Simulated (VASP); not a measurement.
# P (Cmce) in VASP: further runs, part 2 of 2

VASP 6.6.1. Earlier steps stand in the parts before.

## 5. Single point, PBE+D4

This run uses another cell than the first one, of 19.64 Å³/atom.

INCAR reads:

```
SYSTEM = P
PREC = Accurate
ENCUT = 500
EDIFF = 1E-6
ISMEAR = -1
SIGMA = 0.05
LREAL = .FALSE.
LASPH = .TRUE.
NELM = 120
ALGO = Normal
ISIF = 2
LWAVE = .FALSE.
LCHARG = .FALSE.
GGA = PE
IVDW = 13
NBANDS = 18
GGA_COMPAT = .FALSE.
```

KPOINTS reads:

```
regular mesh
0
G
  8 8 6
  0 0 0
```

POSCAR reads:

```
P
1.0
    1.6254735952     -5.3911768097      0.0000000000
    1.6254735952      5.3911768097      0.0000000000
    0.0000000000      0.0000000000      4.4822275814
P
4
Direct
    0.9041431300      0.0958568700      0.5888151700
    0.0958568700      0.9041431300      0.4111848300
    0.5958568700      0.4041431300      0.0888151700
    0.4041431300      0.5958568700      0.9111848300
```

Launch:

```console
$ cat potpaw_PBE.64/P/POTCAR > POTCAR
$ mpirun -np 1 vasp_std > vasp.out
```

Run time: 52 s. Hardware: 1 thread of Intel Xeon 6975P-C (Granite Rapids), shared host; peak memory 0.26 GiB.

It converged, with:

```yaml
Free_energy: -22.9254 eV
Pressure: 2.2 GPa
Largest_force: 0.661 eV/Å
Band_gap_on_the_k_mesh: 0.05 eV
Dispersion_energy_per_atom: -0.376 eV
```

Forces on the atoms (eV/Å):
```
P    0.000  0.429 -0.503
P    0.000 -0.429  0.503
P    0.000 -0.429 -0.503
P    0.000  0.429  0.503
```

Stress tensor (GPa, compression positive):
```
2.97 0.00 0.00
0.00 1.53 0.00
0.00 0.00 2.05
```

Levels at points of the mesh, in eV from the valence-band top:
```
           k point  band 6  band 7  band 8  band 9  band 10  band 11  band 12  band 13  band 14  band 15
(0.00, 0.00, 0.00)   -4.86   -4.21   -2.94   -2.65    -1.30     0.50     0.97     1.95     2.90     5.59
(0.50, 0.00, 0.00)   -5.80   -3.53   -3.53   -2.76    -2.76     0.62     0.62     1.40     1.40     3.36
(0.50, 0.50, 0.00)   -5.48   -4.31   -2.49   -1.68     0.00     0.05     0.74     2.22     2.78     5.05
(0.00, 0.00, 0.50)   -4.60   -3.39   -3.39   -1.72    -1.72     1.52     1.52     2.93     2.93     4.72
(0.50, 0.00, 0.50)   -5.90   -5.48   -5.48   -1.89    -1.89     1.61     1.61     3.48     3.48     4.96
(0.50, 0.50, 0.50)   -3.42   -2.88   -2.88   -2.02    -2.02     1.42     1.42     2.64     2.64     3.20
```

## 6. Single point, BLYP

This run uses another cell than the first one, of 19.64 Å³/atom.

INCAR reads:

```
SYSTEM = P
AGGAC = 1.0 ; AGGAX = 1.0
ALDAC = 0.0 ; ALDAX = 1.0
ALGO = Normal ; EDIFF = 1E-6
ENCUT = 500 ; GGA = B5
GGA_COMPAT = .False. ; ISIF = 2
ISMEAR = -1 ; LASPH = .True.
LCHARG = .False. ; LREAL = .False.
LWAVE = .False. ; NBANDS = 18
NELM = 120 ; PREC = Accurate
SIGMA = 0.05
```

KPOINTS reads:

```
k-points
0
Gamma
  8 8 6
  0 0 0
```

POSCAR is that of step 5.

Potentials or basis: VASP PAW PBE potentials, release 64 (P).

Launch:

```console
$ cat potpaw_PBE.64/P/POTCAR > POTCAR
$ mpirun -np 1 vasp_std > vasp.out
```

OUTCAR:

```text
SYSTEM = P
   EDIFF = 1E-6
   ENCUT = 500
   GGA = B5
   ISIF = 2
   ISMEAR = -1
   LASPH = .True.
   LREAL = .False.
   NELM = 120
   PREC = Accurate

 ion  position               nearest neighbor table
   1  0.904  0.096  0.589-   4 2.17   4 2.17   2 2.22
   2  0.096  0.904  0.411-   3 2.17   3 2.17   1 2.22
   3  0.596  0.404  0.089-   2 2.17   2 2.17   4 2.22
   4  0.404  0.596  0.911-   1 2.17   1 2.17   3 2.22

  LATTYP: Found a base centered orthorhombic cell.
 ALAT       =     3.2509471904
[... 697 lines left out ...]
     17      12.4435      0.00000
     18      13.6788      0.00000

 [... further k-points ...]
[... 5 lines left out ...]
  --------------------------------------------------------------------------------------
  -------------------------------------------------------------------------------------
  Total        5.5938713      4.1734458      4.8451829      0.0000000      0.0000000      0.0000000
  in kB      114.0868681     85.1173250     98.8173876      0.0000000      0.0000000      0.0000000
  external PRESSURE =      99.3405269 kB  Pullay stress =       0.0000000 kB

 VOLUME and BASIS-vectors are now :
 -----------------------------------------------------------------------------
  energy-cutoff  :      500.00
  volume of cell :       78.56
      direct lattice vectors                 reciprocal lattice vectors
     1.625473595 -5.391176810  0.000000000     0.307602659 -0.092744129  0.000000000
     1.625473595  5.391176810  0.000000000     0.307602659  0.092744129  0.000000000
     0.000000000  0.000000000  4.482227581     0.000000000  0.000000000  0.223103352

 POSITION                                       TOTAL-FORCE (eV/Angst)
 -----------------------------------------------------------------------------------
      1.62547     -4.35761      2.63920         0.000000      0.599070     -0.508669
      1.62547      4.35761      1.84302         0.000000     -0.599070      0.508669
      1.62547     -1.03356      0.39809         0.000000     -0.599070     -0.508669
      1.62547      1.03356      4.08414         0.000000      0.599070      0.508669
 -----------------------------------------------------------------------------------
    total drift:                               -0.000000      0.000000      0.000000

  FREE ENERGIE OF THE ION-ELECTRON SYSTEM (eV)
  ---------------------------------------------------
  free  energy   TOTEN  =       -18.4288731651 eV

  energy  without entropy=      -18.4285470126  energy(sigma->0) =      -18.42871009
```

It took 63 s on 1 thread of Intel Xeon 6975P-C (Granite Rapids), shared host; peak memory 0.26 GiB.

Results:

- Free energy: -18.4289 eV
- Pressure: 9.9 GPa
- Largest force: 0.786 eV/Å
- Band gap on the k mesh: 0.14 eV

Forces on the atoms (eV/Å):
```
P    0.000  0.599 -0.509
P    0.000 -0.599  0.509
P    0.000 -0.599 -0.509
P    0.000  0.599  0.509
```

Stress tensor (GPa, compression positive):
```
11.41  0.00  0.00
 0.00  8.51  0.00
 0.00  0.00  9.88
```

Caveat: the cell stands under pressure; the PAW data sets were made with another functional, which shifts forces and pressure a little.

## 7. The runs side by side

```csv
level,cell,gap on the mesh (eV),pressure (GPa),largest force (eV/Å)
PBE+D4,"a = 5.592, b = 5.592, c = 4.451 Å, angles 90.0, 90.0, 146.4°, 4 atoms",0.02,4.1,0.87
BLYP,"a = 5.592, b = 5.592, c = 4.451 Å, angles 90.0, 90.0, 146.4°, 4 atoms",0.11,12.1,0.98
SVWN5,"a = 5.592, b = 5.592, c = 4.451 Å, angles 90.0, 90.0, 146.4°, 4 atoms",0.08,3.2,0.77
PBE+D4,"a = 5.631, b = 5.631, c = 4.482 Å, angles 90.0, 90.0, 146.4°, 4 atoms",0.05,2.2,0.66
BLYP,"a = 5.631, b = 5.631, c = 4.482 Å, angles 90.0, 90.0, 146.4°, 4 atoms",0.14,9.9,0.79
```

Alike in all rows: task single point; potentials or basis VASP PAW PBE potentials, release 64 (P); no spin polarisation; k mesh 8 × 8 × 6; cutoff (eV) 500; smearing fermi-dirac 0.05 eV.

On the cell as given the gap runs from 0.02 eV (PBE+D4) to 0.11 eV (BLYP). The pressure there spans 3.2 GPa (SVWN5) to 12.1 GPa (BLYP); a positive pressure means that this level wants a larger cell, a negative one a smaller.

Caveats: the cell stands under pressure (at least some runs); the PAW data sets were made with another functional, which shifts forces and pressure a little (at least some runs).

Total energies depend on the potentials used, so only differences within one code and one set of settings carry meaning.
